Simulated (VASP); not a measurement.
# Ga in VASP: notebook

Ga is run at these levels: PBEsol, BLYP+D4; tasks: single point.

Program: VASP 6.6.1. These are calculated values, not measurements. Logs are shortened: lines on timing, memory, paths and dates and some standing lists are left out, and cuts for length are marked.

### 1 The cell of the first run

Symmetry: C2/c, No. 15, monoclinic system. Conventional cell: a = 2.818 Å, b = 8.035 Å, c = 3.165 Å, α = 90.00°, β = 90.87°, γ = 90.00°. Ga (site symmetry 2) has 10 Ga at 2.69 to 3.17 Å within 3.5 Å.

### 2 Single point, PBEsol

INCAR reads:

```
PREC = Accurate
ENCUT = 520
EDIFF = 1E-6
ISMEAR = -1
SIGMA = 0.05
LREAL = F
LASPH = T
NELM = 80
ALGO = Fast
ISIF = 2
LWAVE = F
LCHARG = T
GGA = PS
LELF = T
LVHAR = T
NBANDS = 20
```

KPOINTS reads:

```
regular mesh
0
Gamma
  10 10 8
```

POSCAR reads:

```
Ga
1.0
    1.4088788357     -4.0175864279      0.0153817322
    1.4088788357      4.0175864279      0.0153817322
   -0.0826096941      0.0000000000      3.1642441149
Ga
2
Direct
    0.1351345280      0.8648654720      0.7500000000
    0.8648654720      0.1351345280      0.2500000000
```

Potentials or basis: VASP PAW PBE potentials, release 64 (Ga_d).

The run is started by

```console
$ cat potpaw_PBE.64/Ga_d/POTCAR > POTCAR
$ mpirun -np 1 vasp_std > vasp.out
```

OUTCAR:

```text
PREC = Accurate
   ENCUT = 520
   EDIFF = 1E-6
   ISMEAR = -1
   LREAL = F
   LASPH = T
   NELM = 80
   ISIF = 2
   GGA = PS

 ion  position               nearest neighbor table
   1  0.135  0.865  0.750-   2 2.69   2 2.69   2 2.80   2 2.80   2 2.82   2 2.82
   2  0.865  0.135  0.250-   1 2.69   1 2.69   1 2.80   1 2.80   1 2.82   1 2.82

  LATTYP: Found a base centered monoclinic cell.
 ALAT       =     2.8179255997
 B/A-ratio  =     2.8514496112
 C/A-ratio  =     1.1232810005
 COS(beta)  =    -0.0151834544

  Lattice vectors:

 A1 = (   1.4088788357,  -4.0175864279,   0.0153817322)
 A2 = (   1.4088788357,   4.0175864279,   0.0153817322)
 A3 = (  -0.0826096941,   0.0000000000,   3.1642441149)

Analysis of symmetry for initial positions (statically):
=====================================================================
 Subroutine PRICEL returns:
 Original cell was already a primitive cell.

 Routine SETGRP: Setting up the symmetry group for a
 base centered monoclinic supercell.

 Subroutine GETGRP returns: Found  4 space group operations
 (whereof  2 operations were pure point group operations)
 out of a pool of  4 trial point group operations.

The static configuration has the point symmetry S_2 .
 The point group associated with its full space group is C_2h.

Analysis of symmetry for dynamics (positions and initial velocities):
=====================================================================
 Subroutine PRICEL returns:
 Original cell was already a primitive cell.

 Routine SETGRP: Setting up the symmetry group for a
 base centered monoclinic supercell.

 Subroutine GETGRP returns: Found  4 space group operations
 (whereof  2 operations were pure point group operations)
 out of a pool of  4 trial point group operations.

The dynamic configuration has the point symmetry S_2 .
 The point group associated with its full space group is C_2h.

 Subroutine INISYM returns: Found  4 space group operations
 (whereof  2 operations are pure point group operations),
 and found     1 'primitive' translations

----------------------------------------------------------------------------------------

                                     Primitive cell

  volume of cell :      35.8313

  direct lattice vectors                    reciprocal lattice vectors
     1.408878836 -4.017586428  0.015381732     0.354790996 -0.124452830  0.009262615
     1.408878836  4.017586428  0.015381732     0.354790996  0.124452830  0.009262615
    -0.082609694  0.000000000  3.164244115    -0.003449355  0.000000000  0.315941190

  length of vectors
     4.257484806  4.257484806  3.165322287     0.376099659  0.376099659  0.315960019

  position of ions in fractional coordinates (direct lattice)
     0.135134528  0.864865472  0.750000000
     0.864865472  0.135134528  0.250000000

  ion indices of the primitive-cell ions
   primitive index   ion index
                 1           1
                 2           2

----------------------------------------------------------------------------------------

 KPOINTS: regular mesh

Automatic generation of k-mesh.
 Grid dimensions read from file:
 generate k-points for:   10   10    8

 Generating k-lattice:

  Cartesian coordinates                     Fractional coordinates (reciprocal lattice)
     0.035479100 -0.012445283  0.000926262     0.100000000 -0.000000000 -0.000000000
     0.035479100  0.012445283  0.000926262    -0.000000000  0.100000000 -0.000000000
    -0.000431169  0.000000000  0.039492649     0.000000000  0.000000000  0.125000000

  Length of vectors
     0.037609966  0.037609966  0.039495002

  Shift w.r.t. Gamma in fractional coordinates (k-lattice)
     0.000000000  0.000000000  0.000000000

 Subroutine IBZKPT returns following result:
 ===========================================

 Found    227 irreducible k-points:

 Following reciprocal coordinates:
            Coordinates               Weight
  0.000000  0.000000  0.000000      1.000000
  0.100000 -0.000000 -0.000000      4.000000
  0.200000 -0.000000 -0.000000      4.000000
  0.300000  0.000000  0.000000      4.000000
  0.400000 -0.000000 -0.000000      4.000000
  0.500000  0.000000 -0.000000      2.000000
[... 16 lines left out ...]
  0.300000  0.300000  0.000000      2.000000
  0.400000  0.300000  0.000000      4.000000
 [... further k-points ...]
   k-points           NKPTS =    227   k-points in BZ     NKDIM =    227   number of bands    NBANDS=     20
   number of dos      NEDOS =    301   number of ions     NIONS =      2
   total plane-waves  NPLWV =  24576
   dimension x,y,z NGX =    32 NGY =   32 NGZ =   24
   dimension x,y,z NGXF=    64 NGYF=   64 NGZF=   48
   ions per type =               2
   NGX,Y,Z   is equivalent  to a cutoff of  12.50, 12.50, 12.61 a.u.
   NGXF,Y,Z  is equivalent  to a cutoff of  24.99, 24.99, 25.21 a.u.
 SYSTEM =  unknown system
   PREC   = accura    normal or accurate (medium, high low for compatibility)
   ISTART =      0    job   : 0-new  1-cont  2-samecut
   ICHARG =      2    charge: 1-file 2-atom 10-const
   ISPIN  =      1    spin polarized calculation?
   LNONCOLLINEAR =      F non collinear calculations
   LSORBIT =      F    spin-orbit coupling
   LASPH  =      T    aspherical Exc in radial PAW
   ENCUT  =  520.0 eV  38.22 Ry    6.18 a.u.   7.92  7.92  5.89*2*pi/ulx,y,z
   NELM   =     80;   NELMIN=  2; NELMDL= -5     # of ELM steps
   EDIFF  = 0.1E-05   stopping-criterion for ELM
   LREAL  =      F    real-space projection
   EDIFFG = 0.1E-04   stopping-criterion for IOM
   NSW    =      0    number of steps for IOM
   IBRION =     -1    ionic relax: 0-MD 1-quasi-New 2-CG
   NFREE  =      0    steps in history (QN), initial steepest desc. (CG)
   ISIF   =      2    stress and relaxation
   ISYM   =      2    0-nonsym 1-usesym 2-fastsym
   POTIM  = 0.5000    time-step for ionic-motion
   TEBEG  =    0.0;   TEEND  =   0.0 temperature during run
   PSTRESS=    0.0 pullay stress
   NELECT =      26.0000    total number of electrons
   NUPDOWN=      -1.0000    fix difference up-down
   EMIN   =  10.00;   EMAX   =-10.00  energy-range for DOS
   EFERMI =   0.00;   METHOD = LEGACY
   ISMEAR =    -1;   SIGMA  =   0.05  broadening in eV -4-tet -1-fermi 0-gaus
   EFERMI_NEDOS =   21; number of points for ismear=-14 and -15
   IALGO  =     68    algorithm
   IMIX   =      4    mixing-type and parameters
     AMIX     =   0.40;   BMIX     =  1.00
     AMIX_MAG =   1.60;   BMIX_MAG =  1.00
  volume/ion in A,a.u.               =      17.92       120.90
  Fermi-wavevector in a.u.,A,eV,Ry     =   1.471110  2.779994 29.445237  2.164164
  Thomas-Fermi vector in A             =   2.586285
   LORBIT       =      0    0 simple, 1 ext, 2 COOP (PROOUT), +10 PAW based schemes
   GGA     = PS    functional components
   LHFCALC =     F    Hartree Fock is set to
   AEXX    =    0.0000 exact exchange contribution
   IVDW    =     0    specifies the selected vdW correction
   LEPSILON=     F    determine dielectric tensor
   LRPA    =     F    only Hartree local field effects (RPA)
 non-spin polarized calculation
 RMM-DIIS sequential band-by-band and
  energy-cutoff  :      520.00
  volume of cell :       35.83
 maximum number of plane-waves:       988
   NGX = 15   NGY = 15   NGZ = 11

 number of electron      25.9999991 magnetization

 Free energy of the ion-electron system (eV)
  ---------------------------------------------------
  ext. energy  EPLUGINS =         0.00000000
  ---------------------------------------------------
  free energy    TOTEN  =        -6.69849305 eV

  energy without entropy =       -6.69490173  energy(sigma->0) =       -6.69669739

 E-fermi :   5.9220     XC(G=0): -11.3706

 val. band max:        5.8733448724   @ k =  -0.1000   0.1000   0.0000
 cond. band min:       5.9358882315   @ k =   0.4000  -0.0000   0.5000
 fundamental gap:      0.0625433591
 Fermi energy:         5.9219710838

 k-point     1 :       0.0000    0.0000    0.0000
  band No.  band energies     occupation
      1      -9.3081      2.00000
      2      -9.2755      2.00000
      3      -9.2183      2.00000
      4      -9.2063      2.00000
      5      -8.9758      2.00000
      6      -8.9610      2.00000
[... 12 lines left out ...]
     19      17.1807      0.00000
     20      18.3842      0.00000

 k-point     2 :       0.1000   -0.0000   -0.0000
  band No.  band energies     occupation
      1      -9.2949      2.00000
      2      -9.2682      2.00000
      3      -9.2062      2.00000
      4      -9.1659      2.00000
      5      -8.9872      2.00000
      6      -8.9763      2.00000
[... 12 lines left out ...]
     19      18.0565      0.00000
     20      20.1755      0.00000

 k-point     3 :       0.2000   -0.0000   -0.0000
  band No.  band energies     occupation
      1      -9.2630      2.00000
      2      -9.2500      2.00000
      3      -9.1641      2.00000
      4      -9.0930      2.00000
      5      -9.0173      2.00000
      6      -9.0063      2.00000
[... 12 lines left out ...]
     19      18.2958      0.00000
     20      22.0101      0.00000

 k-point     4 :       0.3000    0.0000    0.0000
  band No.  band energies     occupation
      1      -9.2303      2.00000
      2      -9.2283      2.00000
      3      -9.1317      2.00000
      4      -9.1056      2.00000
      5      -9.0703      2.00000
      6      -8.9621      2.00000
[... 12 lines left out ...]
     19      18.4458      0.00000
     20      20.1953      0.00000

 k-point     5 :       0.4000   -0.0000   -0.0000
  band No.  band energies     occupation
      1      -9.2210      2.00000
      2      -9.2157      2.00000
      3      -9.1352      2.00000
      4      -9.1188      2.00000
      5      -9.1118      2.00000
      6      -8.9698      2.00000
[... 12 lines left out ...]
     19      17.0782      0.00000
     20      19.0361      0.00000

 k-point     6 :       0.5000    0.0000   -0.0000
  band No.  band energies     occupation
      1      -9.2293      2.00000
      2      -9.2101      2.00000
      3      -9.1370      2.00000
      4      -9.1316      2.00000
      5      -9.1131      2.00000
      6      -8.9800      2.00000
[... 12 lines left out ...]
     19      17.0867      0.00000
     20      17.5149      0.00000

 k-point     7 :       0.1000    0.1000   -0.0000
  band No.  band energies     occupation
      1      -9.2702      2.00000
      2      -9.2599      2.00000
      3      -9.1384      2.00000
      4      -9.1150      2.00000
      5      -9.0077      2.00000
      6      -8.9837      2.00000
[... 12 lines left out ...]
     19      18.7750      0.00000
     20      21.1655      0.00000
[... 277 lines left out ...]
 k-point    20 :      -0.4000    0.2000   -0.0000
  band No.  band energies     occupation
      1      -9.2412      2.00000
      2      -9.1866      2.00000
      3      -9.1801      2.00000
      4      -9.0852      2.00000
      5      -9.0470      2.00000
      6      -9.0209      2.00000
[... 12 lines left out ...]
     19      16.3322      0.00000
     20      20.0539      0.00000

 k-point    21 :      -0.3000    0.2000   -0.0000
  band No.  band energies     occupation
      1      -9.2938      2.00000
      2      -9.2245      2.00000
      3      -9.2042      2.00000
      4      -9.0932      2.00000
      5      -9.0440      2.00000
      6      -9.0025      2.00000
[... 12 lines left out ...]
     19      16.5528      0.00000
     20      19.0666      0.00000

 k-point    22 :      -0.2000    0.2000    0.0000
  band No.  band energies     occupation
      1      -9.3100      2.00000
      2      -9.2478      2.00000
      3      -9.2300      2.00000
      4      -9.1348      2.00000
      5      -9.0213      2.00000
      6      -8.9798      2.00000
[... 12 lines left out ...]
     19      16.8035      0.00000
     20      17.3363      0.00000

 k-point    23 :       0.3000    0.3000    0.0000
  band No.  band energies     occupation
      1      -9.2315      2.00000
      2      -9.2095      2.00000
      3      -9.1434      2.00000
      4      -9.0741      2.00000
      5      -9.0172      2.00000
      6      -9.0076      2.00000
[... 12 lines left out ...]
     19      16.2252      0.00000
     20      18.1398      0.00000

 k-point    24 :       0.4000    0.3000    0.0000
  band No.  band energies     occupation
      1      -9.2213      2.00000
      2      -9.1731      2.00000
      3      -9.1252      2.00000
      4      -9.0855      2.00000
      5      -9.0542      2.00000
      6      -9.0373      2.00000
[... 12 lines left out ...]
     19      15.6582      0.00000
     20      17.6132      0.00000

 [... further k-points ...]
[... 5 lines left out ...]
  --------------------------------------------------------------------------------------
  -------------------------------------------------------------------------------------
  Total        0.0077435      0.0057981      0.0067506      0.0000000      0.0000000      0.0046979
  in kB        0.3462443      0.2592597      0.3018475      0.0000000      0.0000000      0.2100635
  external PRESSURE =       0.3024505 kB  Pullay stress =       0.0000000 kB

 VOLUME and BASIS-vectors are now :
 -----------------------------------------------------------------------------
  energy-cutoff  :      520.00
  volume of cell :       35.83
      direct lattice vectors                 reciprocal lattice vectors
     1.408878836 -4.017586428  0.015381732     0.354790996 -0.124452830  0.009262615
     1.408878836  4.017586428  0.015381732     0.354790996  0.124452830  0.009262615
    -0.082609694  0.000000000  3.164244115    -0.003449355  0.000000000  0.315941190

 POSITION                                       TOTAL-FORCE (eV/Angst)
 -----------------------------------------------------------------------------------
      1.34692      2.93176      2.38856        -0.000000      0.001363     -0.000000
      1.38823     -2.93176      0.80644         0.000000     -0.001363      0.000000
 -----------------------------------------------------------------------------------
    total drift:                               -0.000000     -0.000000      0.000000

  FREE ENERGIE OF THE ION-ELECTRON SYSTEM (eV)
  ---------------------------------------------------
  free  energy   TOTEN  =        -6.6984930480 eV

  energy  without entropy=       -6.6949017315  energy(sigma->0) =       -6.69669739
```

Wall time 1.8 min (1 thread of Intel Xeon 6975P-C, shared host); peak memory 0.26 GiB.

What came out:

| Quantity | Value |
| --- | --- |
| Free energy | -6.6985 eV |
| Pressure | 0.0 GPa |
| Band gap on the k mesh | zero (band 13 reaches 10.67 eV, above the bottom of band 14 at 1.46 eV) |

Caveat: the PAW data sets were made with another functional, which shifts forces and pressure a little.

### 3 Single point, PBEsol

This run uses another cell than the first one, of 13.82 Å³/atom, 0.771 times its volume.

INCAR reads:

```
  PREC = Accurate
  ENCUT = 520
  EDIFF = 1E-7
  ISMEAR = -1
  SIGMA = 0.05
  LREAL = F
  LASPH = T
  NELM = 100
  ALGO = Fast
  ISIF = 2
  LWAVE = F
  LCHARG = T
  GGA = PS
  LELF = T
  LVHAR = T
  NBANDS = 20
```

KPOINTS reads:

```
Automatic mesh
0
Gamma
  10 10 8
```

POSCAR reads:

```
Ga
1.0
    1.2753432354     -3.7795225872      0.0231035183
    1.2753432354      3.7795225872      0.0231035183
   -0.0526773552      0.0000000000      2.8653255266
Ga
2
Direct
    0.1335959861      0.8664040139      0.7500000000
    0.8664040139      0.1335959861      0.2500000000
```

Potentials or basis: VASP PAW PBE potentials, release 64 (Ga_d).

The run is started by

```console
$ cat potpaw_PBE.64/Ga_d/POTCAR > POTCAR
$ mpirun -np 1 vasp_std > vasp.out
```

Wall time 2.2 min (1 thread of Intel Xeon 6975P-C, shared host); peak memory 0.23 GiB.

The run converged. Its results:

```yaml
Free_energy: -6.0960 eV
Pressure: 30.2 GPa
Largest_force: 0.005 eV/Å
Band_gap_on_the_k_mesh: zero (band 13 reaches 14.83 eV, above the bottom of band 14 at 3.12 eV)
```

Forces in eV/Å, atoms in the order of the input:
```
Ga   0.000  0.005  0.000
Ga   0.000 -0.005  0.000
```

Levels at points of the mesh, in eV from the Fermi level:
| k point | band 9 | band 10 | band 11 | band 12 | band 13 | band 14 | band 15 | band 16 | band 17 | band 18 |
| --- | --- | --- | --- | --- | --- | --- | --- | --- | --- | --- |
| (0.00, 0.00, 0.00) | -15.24 | -15.01 | -14.09 | -3.93 | -1.78 | 3.21 | 7.53 | 10.61 | 11.83 | 13.65 |
| (0.50, 0.00, 0.00) | -15.12 | -15.07 | -7.36 | -7.03 | -2.81 | -0.31 | 7.69 | 8.87 | 10.44 | 11.64 |
| (0.50, 0.50, 0.00) | -15.17 | -15.09 | -11.74 | -10.82 | 5.87 | 6.99 | 8.10 | 8.78 | 8.79 | 11.09 |
| (0.00, 0.00, 0.50) | -15.12 | -15.12 | -9.18 | -9.18 | 1.39 | 1.39 | 2.54 | 2.54 | 14.28 | 14.28 |
| (0.50, 0.00, 0.50) | -15.05 | -15.05 | -3.44 | -3.43 | -1.60 | -1.60 | 1.93 | 1.93 | 4.84 | 4.84 |
| (0.50, 0.50, 0.50) | -15.23 | -15.23 | -6.76 | -6.76 | -5.83 | -5.83 | 13.17 | 13.17 | 13.30 | 13.30 |

Caveat: the PAW data sets were made with another functional, which shifts forces and pressure a little.

### 4 Single point, BLYP+D4

This run uses another cell than the first one, of 18.32 Å³/atom, 1.023 times its volume.

INCAR reads:

```
AGGAC = 1.0
AGGAX = 1.0
ALDAC = 0.0
ALDAX = 1.0
ALGO = Normal
EDIFF = 1E-6
ENCUT = 520
GGA = B5
ISIF = 2
ISMEAR = -1
IVDW = 13
LASPH = T
LCHARG = F
LREAL = F
LWAVE = F
NBANDS = 20
NELM = 100
PREC = Accurate
SIGMA = 0.05
VDW_A1 = 0.44488865
VDW_A2 = 4.0933009
VDW_S6 = 1.0
VDW_S8 = 2.34076671
```

KPOINTS reads:

```
k-points
0
Gamma
  10 10 8
```

POSCAR reads:

```
Ga
1.0
    1.4227389403     -4.0263829259      0.0258676793
    1.4227389403      4.0263829259      0.0258676793
   -0.0585391014      0.0000000000      3.1975154340
Ga
2
Direct
    0.1347186285      0.8652813715      0.7500000000
    0.8652813715      0.1347186285      0.2500000000
```

The run is started by

```console
$ cat potpaw_PBE.64/Ga_d/POTCAR > POTCAR
$ mpirun -np 1 vasp_std > vasp.out
```

It took 90 s on 1 thread of Intel Xeon 6975P-C, shared host; peak memory 0.26 GiB.

Results (log left out):

| Quantity | Value |
| --- | --- |
| Free energy | -6.0295 eV |
| Pressure | 0.0 GPa |
| Band gap on the k mesh | zero (band 13 reaches 10.92 eV, above the bottom of band 14 at 2.09 eV) |
| Dispersion energy per atom | -0.935 eV |

Forces in eV/Å, atoms in the order of the input:
```
Ga   0.000 -0.002  0.000
Ga   0.000  0.002  0.000
```

Levels at points of the mesh, in eV from the Fermi level:
| k point | band 10 | band 11 | band 12 | band 13 | band 14 | band 15 | band 16 | band 17 |
| --- | --- | --- | --- | --- | --- | --- | --- | --- |
| (0.00, 0.00, 0.00) | -14.78 | -11.37 | -2.18 | -1.65 | 2.46 | 6.57 | 8.21 | 9.33 |
| (0.50, 0.00, 0.00) | -14.83 | -6.62 | -5.37 | -1.67 | -0.20 | 6.46 | 6.53 | 9.02 |
| (0.50, 0.50, 0.00) | -14.84 | -9.39 | -8.55 | 4.65 | 5.62 | 6.23 | 6.81 | 6.90 |
| (0.00, 0.00, 0.50) | -14.85 | -7.62 | -7.62 | 1.82 | 1.82 | 2.64 | 2.64 | 10.62 |
| (0.50, 0.00, 0.50) | -14.82 | -3.08 | -3.08 | -1.66 | -1.66 | 1.94 | 1.94 | 4.52 |
| (0.50, 0.50, 0.50) | -14.92 | -5.88 | -5.88 | -4.18 | -4.18 | 9.92 | 9.92 | 11.61 |

Caveat: the PAW data sets were made with another functional, which shifts forces and pressure a little; pairwise dispersion overbinds metals, which lowers pressure and volume.

### 5 Summary

```tsv
level	cell	gap on the mesh (eV)	pressure (GPa)
PBEsol	a = 4.257, b = 4.257, c = 3.165 Å, angles 90.3, 90.3, 141.3°, 2 atoms	none	0.0
PBEsol	a = 3.989, b = 3.989, c = 2.866 Å, angles 90.0, 90.0, 142.7°, 2 atoms	none	30.2
BLYP+D4	a = 4.270, b = 4.270, c = 3.198 Å, angles 90.0, 90.0, 141.1°, 2 atoms	none	0.0
```

Alike in all rows: task single point; potentials or basis VASP PAW PBE potentials, release 64 (Ga_d); no spin polarisation; k mesh 10 × 10 × 8; cutoff (eV) 520; smearing fermi-dirac 0.05 eV.

Caveats: the PAW data sets were made with another functional, which shifts forces and pressure a little; pairwise dispersion overbinds metals, which lowers pressure and volume (some runs).

Total energies depend on the potentials used, so only differences within one code and one set of settings carry meaning.
